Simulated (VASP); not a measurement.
**Si: single point with PBE**

The system is Si.

```
Si
1.0
    -3.40421    3.40421    3.27009
     3.40421   -3.40421    3.27009
     3.40421    3.40421   -3.27009
Si
8
Direct
  0.20285 0.20285 0.20285
  0.50000 0.00000 0.29715
  0.29715 0.50000 0.00000
  0.00000 0.29715 0.50000
  0.79715 0.79715 0.79715
  0.50000 0.00000 0.70285
  0.70285 0.50000 0.00000
  0.00000 0.70285 0.50000
```

```
Program             : VASP 6.6.1
Task                : single point
Functional          : PBE
Potentials or basis : VASP PAW PBE potentials, release 64 (Si)
Cutoff              : 520 eV
k mesh              : 10 × 10 × 10
Occupations         : gaussian, width 0.15 eV
Spin                : no spin polarisation
```

The pressure is -2.4 GPa and the largest force is 0.224 eV/Å. The band gap on the k mesh is zero (bands 16 and 17 overlap by 0.09 eV).

Forces on the atoms (eV/Å):
```
Si  -0.112  0.096 -0.168
Si   0.112 -0.096 -0.168
Si  -0.112 -0.096  0.168
Si   0.112  0.096  0.168
Si   0.112 -0.096  0.168
Si  -0.112  0.096  0.168
Si   0.112  0.096 -0.168
Si  -0.112 -0.096 -0.168
```

Stress tensor (GPa, compression positive):
```
-4.29  0.00  0.00
 0.00 -4.20  0.00
 0.00  0.00  1.29
```

Levels at points of the mesh, in eV from the Fermi level:
| k point | band 12 | band 13 | band 14 | band 15 | band 16 | band 17 | band 18 | band 19 | band 20 | band 21 |
| --- | --- | --- | --- | --- | --- | --- | --- | --- | --- | --- |
| (0.00, 0.00, 0.00) | -3.88 | -3.84 | -1.56 | -1.47 | -0.64 | 1.38 | 1.43 | 2.23 | 3.46 | 3.54 |
| (0.50, 0.00, 0.00) | -2.55 | -2.08 | -2.08 | -1.43 | -1.43 | 0.60 | 0.60 | 1.91 | 1.91 | 2.05 |
| (0.50, 0.00, 0.50) | -2.65 | -1.99 | -1.99 | -1.23 | -1.23 | 0.28 | 0.28 | 1.98 | 1.98 | 2.17 |
| (0.50, 0.50, 0.00) | -2.56 | -2.12 | -2.12 | -1.18 | -1.18 | 0.40 | 0.40 | 1.93 | 1.93 | 2.37 |
| (0.50, 0.50, 0.50) | -2.51 | -2.49 | -0.59 | -0.02 | 0.13 | 0.32 | 2.49 | 2.52 | 2.74 | 2.81 |

Wall time 12 min on 1 thread of Oxide Virtual Turin-like Processor, with other jobs on the host, peak memory 0.58 GiB.

Caveat: the stress differs along the axes, from -4 to 1 GPa; semilocal functionals underestimate gaps, and a narrow one can read as zero.
